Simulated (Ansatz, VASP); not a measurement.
## PbS in VASP and in Ansatz

```
CELL_PARAMETERS angstrom
2.03749 -5.86899 0.00000
2.03749 5.86899 0.00000
0.00000 0.00000 4.19196
ATOMIC_POSITIONS crystal
Pb 0.13056 0.86944 0.25000
Pb 0.86944 0.13056 0.75000
S 0.35480 0.64520 0.25000
S 0.64520 0.35480 0.75000
```

Change from the starting cell: volume scaled by 0.94.

Alike in both runs: task single point; functional PBEsol; k mesh 7 × 7 × 6; occupations fermi-dirac, width 0.05 eV; no spin polarisation.

|  | VASP | Ansatz |
| --- | --- | --- |
| version | VASP 6.6.1 | Ansatz 0.2.0 |
| potentials or method | VASP PAW PBE potentials, release 64 (Pb_d, S), cutoff 520 eV | all-electron LAPW, scalar-relativistic |

Ansatz gave:

```
gap on the k mesh at the Fermi level (eV)                     : 1.02
least direct gap on the mesh (eV)                             : 1.30
pressure (GPa)                                                : 1.7
traceless stress, the component that is largest in VASP (GPa) : 0.31
rms of the force components (eV/Å)                            : 0.187
```

Task: Which values does VASP return?

Result: gap on the k mesh at the Fermi level (eV): 1.02; least direct gap on the mesh (eV): 1.31; pressure (GPa): 1.6; traceless stress, the component that is largest in VASP (GPa): 0.28; rms of the force components (eV/Å): 0.186.

VASP's potentials were made for PBE, not for PBEsol. Atom by atom the forces differ by 0.001 eV/Å (rms over components). Ansatz ran all-electron here, and VASP with PAW potentials.

Spin-orbit coupling is off throughout.
